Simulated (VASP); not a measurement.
# WC (P1) in VASP: single point with PBE

Aim: the single point of WC with PBE.

All numbers are computed with VASP 6.6.1; they aren't measurements. Logs are shortened: lines on timing, memory, paths and dates and some standing lists are left out, and cuts for length are marked.

## 1. The cell of the first run

The typed cell holds 16 atoms: a = 5.861 Å, b = 5.076 Å, c = 5.724 Å, α = 90.00°, β = 90.00°, γ = 90.00°.

## 2. Single point, PBE

INCAR reads:

```
SYSTEM = WC
PREC = Accurate
ENCUT = 520
EDIFF = 1E-6
ISMEAR = -1
SIGMA = 0.17
LREAL = Auto
LASPH = .TRUE.
NELM = 60
ALGO = Normal
ISIF = 2
LWAVE = .FALSE.
LCHARG = .FALSE.
GGA = PE
NBANDS = 86
```

KPOINTS reads:

```
regular mesh
0
G
  2 2 2
  0 0 0
```

POSCAR reads:

```
WC
1.0
   -2.9305090000     -5.0757900000      0.0000000000
    4.3957630000     -2.5378950000      0.0000000000
    0.0000000000      0.0000000000      5.7240710000
W C
8 8
Direct
    0.7429413354      0.5220018162      0.0519385591
    0.7690911156      0.5305400760      0.5520371777
    0.5006169752      0.0239463664      0.0327738772
    0.5231572381      0.0328081825      0.5314399489
    0.2619569610      0.5118263273      0.0335600310
    0.2626795937      0.5439521907      0.5318242908
    0.0011106281      0.0165738475      0.0536156872
    0.0013281536      0.0397410338      0.5560727671
    0.5119864012      0.7059254006      0.2781062639
    0.4947184212      0.7166621098      0.7956574962
    0.2551982824      0.1911297000      0.2900383311
    0.2824986705      0.1745919642      0.7967231713
    0.0184601243      0.6849772293      0.2980745697
   -0.0214275315      0.6739686434      0.8098257342
    0.7570562474      0.2104663392      0.2991227747
    0.7609401271      0.1636898738      0.7972472738
```

Potentials or basis: VASP PAW PBE potentials, release 64 (W_sv, C).

The run is started by

```bash
cat potpaw_PBE.64/W_sv/POTCAR potpaw_PBE.64/C/POTCAR > POTCAR
mpirun -np 1 vasp_std > vasp.out
```

OUTCAR:

```text
SYSTEM = WC
   PREC = Accurate
   ENCUT = 520
   EDIFF = 1E-6
   ISMEAR = -1
   LREAL = Auto
   LASPH = .TRUE.
   NELM = 60
   ISIF = 2
   GGA = PE

 ion  position               nearest neighbor table
   1  0.743  0.522  0.052-   9 2.09  14 2.10  15 2.12  10 2.29  13 2.30  16 2.33   5 2.82   2 2.87
                             2 2.87   3 2.90   3 2.92   7 2.93   7 2.98   5 3.04
   2  0.769  0.531  0.552-  14 2.05  15 2.18  13 2.21  10 2.33  16 2.33   9 2.35   8 2.84   1 2.87
                             1 2.87   6 2.90   4 2.91   8 2.92   4 2.93   6 2.97
   3  0.501  0.024  0.033-  12 2.01  10 2.07   9 2.14  16 2.16  11 2.23  15 2.34   5 2.84   4 2.86
                             4 2.87   1 2.90   1 2.92   7 2.93   7 2.94   5 2.95
   4  0.523  0.033  0.531-  15 2.11  16 2.17  12 2.19   9 2.20  10 2.21  11 2.24   8 2.81   3 2.86
                             3 2.87   2 2.91   6 2.91   2 2.93   6 3.01   8 3.06
   5  0.262  0.512  0.034-  12 2.19  10 2.19  11 2.19  14 2.25   9 2.25  13 2.26   1 2.82   3 2.84
                             6 2.86   6 2.88   7 2.94   3 2.95   7 2.99   1 3.04
   6  0.263  0.544  0.532-  13 2.09  10 2.21   9 2.22  11 2.26  14 2.40  12 2.41   5 2.86   5 2.88
                             2 2.90   4 2.91   8 2.95   2 2.97   8 2.99   4 3.01
   7  0.001  0.017  0.054-  16 2.17  13 2.19  11 2.20  14 2.23  15 2.23  12 2.35   8 2.85   8 2.88
                             3 2.93   1 2.93   3 2.94   5 2.94   1 2.98   5 2.99
   8  0.001  0.040  0.556-  16 2.07  15 2.23  12 2.25  11 2.26  13 2.33  14 2.36   4 2.81   2 2.84
                             7 2.85   7 2.88   2 2.92   6 2.95   6 2.99   4 3.06
   9  0.512  0.706  0.278-   1 2.09   3 2.14   4 2.20   6 2.22   5 2.25   2 2.35
  10  0.495  0.717  0.796-   3 2.07   5 2.19   4 2.21   6 2.21   1 2.29   2 2.33
  11  0.255  0.191  0.290-   5 2.19   7 2.20   3 2.23   4 2.24   8 2.26   6 2.26
  12  0.282  0.175  0.797-   3 2.01   5 2.19   4 2.19   8 2.25   7 2.35   6 2.41
  13  0.018  0.685  0.298-   6 2.09   7 2.19   2 2.21   5 2.26   1 2.30   8 2.33
  14  0.979  0.674  0.810-   2 2.05   1 2.10   7 2.23   5 2.25   8 2.36   6 2.40
  15  0.757  0.210  0.299-   4 2.11   1 2.12   2 2.18   8 2.23   7 2.23   3 2.34
  16  0.761  0.164  0.797-   8 2.07   3 2.16   7 2.17   4 2.17   2 2.33   1 2.33

  LATTYP: Found a simple orthorhombic cell.
 ALAT       =     5.0757899270
 B/A-ratio  =     1.1277202332
 C/A-ratio  =     1.1547005823

  Lattice vectors:

 A1 = (   4.3957630000,  -2.5378950000,   0.0000000000)
 A2 = (   0.0000000000,   0.0000000000,   5.7240710000)
 A3 = (  -2.9305090000,  -5.0757900000,   0.0000000000)

Analysis of symmetry for initial positions (statically):
=====================================================================
 Subroutine PRICEL returns:
 Original cell was already a primitive cell.

 Routine SETGRP: Setting up the symmetry group for a
 simple orthorhombic supercell.

 Subroutine GETGRP returns: Found  1 space group operations
 (whereof  1 operations were pure point group operations)
 out of a pool of  8 trial point group operations.

The static configuration has the point symmetry C_1 .

Analysis of symmetry for dynamics (positions and initial velocities):
=====================================================================
 Subroutine PRICEL returns:
 Original cell was already a primitive cell.

 Routine SETGRP: Setting up the symmetry group for a
 simple orthorhombic supercell.

 Subroutine GETGRP returns: Found  1 space group operations
 (whereof  1 operations were pure point group operations)
 out of a pool of  8 trial point group operations.

The dynamic configuration has the point symmetry C_1 .

 Subroutine INISYM returns: Found  1 space group operations
 (whereof  1 operations are pure point group operations),
 and found     1 'primitive' translations

----------------------------------------------------------------------------------------

                                     Primitive cell

  volume of cell :     170.2871

  direct lattice vectors                    reciprocal lattice vectors
    -2.930509000 -5.075790000  0.000000000    -0.085309419 -0.147760246  0.000000000
     4.395763000 -2.537895000  0.000000000     0.170618839 -0.098506842  0.000000000
     0.000000000  0.000000000  5.724071000     0.000000000  0.000000000  0.174700838

  length of vectors
     5.861017584  5.075789927  5.724071000     0.170618836  0.197013670  0.174700838

  position of ions in fractional coordinates (direct lattice)
     0.742941335  0.522001816  0.051938559
     0.769091116  0.530540076  0.552037178
     0.500616975  0.023946366  0.032773877
     0.523157238  0.032808182  0.531439949
     0.261956961  0.511826327  0.033560031
     0.262679594  0.543952191  0.531824291
[... 8 lines left out ...]
     0.757056247  0.210466339  0.299122775
     0.760940127  0.163689874  0.797247274

  ion indices of the primitive-cell ions
   primitive index   ion index
                 1           1
                 2           2
                 3           3
                 4           4
                 5           5
                 6           6
[... 8 lines left out ...]
                15          15
                16          16

----------------------------------------------------------------------------------------

 KPOINTS: regular mesh

Automatic generation of k-mesh.
 Grid dimensions read from file:
 generate k-points for:    2    2    2

 Generating k-lattice:

  Cartesian coordinates                     Fractional coordinates (reciprocal lattice)
    -0.042654710 -0.073880123  0.000000000     0.500000000  0.000000000  0.000000000
     0.085309419 -0.049253421  0.000000000     0.000000000  0.500000000  0.000000000
     0.000000000  0.000000000  0.087350419     0.000000000  0.000000000  0.500000000

  Length of vectors
     0.085309418  0.098506835  0.087350419

  Shift w.r.t. Gamma in fractional coordinates (k-lattice)
     0.000000000  0.000000000  0.000000000

 Subroutine IBZKPT returns following result:
 ===========================================

 Found      8 irreducible k-points:

 Following reciprocal coordinates:
            Coordinates               Weight
  0.000000  0.000000  0.000000      1.000000
  0.500000  0.000000  0.000000      1.000000
  0.000000  0.500000  0.000000      1.000000
  0.500000  0.500000  0.000000      1.000000
  0.000000  0.000000  0.500000      1.000000
  0.500000  0.000000  0.500000      1.000000
  0.000000  0.500000  0.500000      1.000000
  0.500000  0.500000  0.500000      1.000000
   k-points           NKPTS =      8   k-points in BZ     NKDIM =      8   number of bands    NBANDS=     86
   number of dos      NEDOS =    301   number of ions     NIONS =     16
   total plane-waves  NPLWV =  92160
   dimension x,y,z NGX =    48 NGY =   40 NGZ =   48
   dimension x,y,z NGXF=    96 NGYF=   80 NGZF=   96
   ions per type =               8   8
   NGX,Y,Z   is equivalent  to a cutoff of  13.62, 13.10, 13.94 a.u.
   NGXF,Y,Z  is equivalent  to a cutoff of  27.23, 26.20, 27.88 a.u.
 SYSTEM =  WC
   PREC   = accura    normal or accurate (medium, high low for compatibility)
   ISTART =      0    job   : 0-new  1-cont  2-samecut
   ICHARG =      2    charge: 1-file 2-atom 10-const
   ISPIN  =      1    spin polarized calculation?
   LNONCOLLINEAR =      F non collinear calculations
   LSORBIT =      F    spin-orbit coupling
   LASPH  =      T    aspherical Exc in radial PAW
   ENCUT  =  520.0 eV  38.22 Ry    6.18 a.u.  10.90  9.44 10.64*2*pi/ulx,y,z
   NELM   =     60;   NELMIN=  2; NELMDL= -5     # of ELM steps
   EDIFF  = 0.1E-05   stopping-criterion for ELM
   LREAL  =      T    real-space projection
   EDIFFG = 0.1E-04   stopping-criterion for IOM
   NSW    =      0    number of steps for IOM
[... 5 lines left out ...]
   TEBEG  =    0.0;   TEEND  =   0.0 temperature during run
   PSTRESS=    0.0 pullay stress
   NELECT =     144.0000    total number of electrons
   NUPDOWN=      -1.0000    fix difference up-down
   EMIN   =  10.00;   EMAX   =-10.00  energy-range for DOS
   EFERMI =   0.00;   METHOD = LEGACY
   ISMEAR =    -1;   SIGMA  =   0.17  broadening in eV -4-tet -1-fermi 0-gaus
   EFERMI_NEDOS =   21; number of points for ismear=-14 and -15
   IALGO  =     38    algorithm
   IMIX   =      4    mixing-type and parameters
     AMIX     =   0.40;   BMIX     =  1.00
     AMIX_MAG =   1.60;   BMIX_MAG =  1.00
  volume/ion in A,a.u.               =      10.64        71.82
  Fermi-wavevector in a.u.,A,eV,Ry     =   1.548110  2.925503 32.608322  2.396644
  Thomas-Fermi vector in A             =   2.653107
   LORBIT       =      0    0 simple, 1 ext, 2 COOP (PROOUT), +10 PAW based schemes
   GGA     = PE    functional components
   LHFCALC =     F    Hartree Fock is set to
   AEXX    =    0.0000 exact exchange contribution
   IVDW    =     0    specifies the selected vdW correction
   LEPSILON=     F    determine dielectric tensor
   LRPA    =     F    only Hartree local field effects (RPA)
 non-spin polarized calculation
  energy-cutoff  :      520.00
  volume of cell :      170.29
 maximum number of plane-waves:      4630
 NGX is ok and might be reduce to    48
   NGX = 21   NGY = 19   NGZ = 21

 number of electron     144.0000001 magnetization

 Free energy of the ion-electron system (eV)
  ---------------------------------------------------
  ext. energy  EPLUGINS =         0.00000000
  ---------------------------------------------------
  free energy    TOTEN  =      -176.96475082 eV

  energy without entropy =     -176.53892543  energy(sigma->0) =     -176.75183813

 E-fermi :  11.1864     XC(G=0): -13.6462

 val. band max:       11.1772687227   @ k =   0.0000   0.0000   0.0000
 cond. band min:      11.2478016078   @ k =   0.5000   0.0000   0.5000
 fundamental gap:      0.0705328850
 Fermi energy:        11.1864418416

 k-point     1 :       0.0000    0.0000    0.0000
  band No.  band energies     occupation
      1     -63.3719      2.00000
      2     -63.3156      2.00000
      3     -63.2567      2.00000
      4     -63.2435      2.00000
      5     -63.2255      2.00000
      6     -63.1964      2.00000
[... 685 lines left out ...]
     83      14.6467      0.00000
     84      14.6800      0.00000
 [bands above 84 left out]

------------------------ aborting loop because EDIFF is reached ----------------------------------------

  FORCE on cell =-STRESS in cart. coord.  units (eV):
  Direction    XX          YY          ZZ          XY          YZ          ZX
  --------------------------------------------------------------------------------------
  -------------------------------------------------------------------------------------
  Total        4.4730256      3.2857971      0.5430813      0.1133701     -0.4605758     -0.8486086
  in kB       42.0852871     30.9150282      5.1096804      1.0666633     -4.3334127     -7.9842908
  external PRESSURE =      26.0366652 kB  Pullay stress =       0.0000000 kB

 VOLUME and BASIS-vectors are now :
 -----------------------------------------------------------------------------
  energy-cutoff  :      520.00
  volume of cell :      170.29
      direct lattice vectors                 reciprocal lattice vectors
    -2.930509000 -5.075790000  0.000000000    -0.085309419 -0.147760246  0.000000000
     4.395763000 -2.537895000  0.000000000     0.170618839 -0.098506842  0.000000000
     0.000000000  0.000000000  5.724071000     0.000000000  0.000000000  0.174700838

 POSITION                                       TOTAL-FORCE (eV/Angst)
 -----------------------------------------------------------------------------------
      0.11740     -5.09580      0.29730        -0.779829     -1.568994     -0.953144
      0.07830     -5.25020      3.15990         0.961915      1.611438     -1.212040
     -1.36180     -2.60180      0.18760        -0.537890     -1.543218      2.261942
     -1.38890     -2.73870      3.04200         0.840924      2.248219      0.973717
      1.48220     -2.62860      0.19210         2.126366      0.274929      0.798536
      1.62130     -2.71380      3.04420        -1.620196      0.894530      1.558555
[... 8 lines left out ...]
     -1.29340     -4.37680      1.71220        -1.299142      0.083021     -0.250753
     -1.51040     -4.27780      4.56350         2.032976     -0.679734      0.435791
 -----------------------------------------------------------------------------------
    total drift:                               -0.003353     -0.004998      0.011766

  FREE ENERGIE OF THE ION-ELECTRON SYSTEM (eV)
  ---------------------------------------------------
  free  energy   TOTEN  =      -176.9647508237 eV

  energy  without entropy=     -176.5389254288  energy(sigma->0) =     -176.75183813
```

Run time: 5.2 min. Hardware: 1 thread of Intel Xeon 6975P-C, shared host; peak memory 0.33 GiB.

What came out:

- Free energy: -176.9648 eV
- Pressure: 2.6 GPa
- Largest force: 3.621 eV/Å
- Band gap on the k mesh: zero (band 72 reaches 11.27 eV, above the bottom of band 73 at 11.18 eV)

Forces in eV/Å, atoms in the order of the input:
```
W   -0.780 -1.569 -0.953
W    0.962  1.611 -1.212
W   -0.538 -1.543  2.262
W    0.841  2.248  0.974
W    2.126  0.275  0.799
W   -1.620  0.895  1.559
W   -0.117 -0.809 -0.786
W   -2.663 -1.024 -1.674
C   -0.310  0.837  1.587
C   -2.581  0.680 -1.175
C    0.310 -0.363  0.460
C    2.760  1.911 -1.357
C    1.292  0.514 -0.337
C   -0.416 -3.065 -0.330
C   -1.299  0.083 -0.251
C    2.033 -0.680  0.436
```

Caveat: the k points lie up to 0.62 Å⁻¹ apart; spin-orbit coupling is left out, which moves the levels of the heavy elements; forces of over 1 eV/Å act on the atoms, so gaps and moduli don't describe the material at rest.
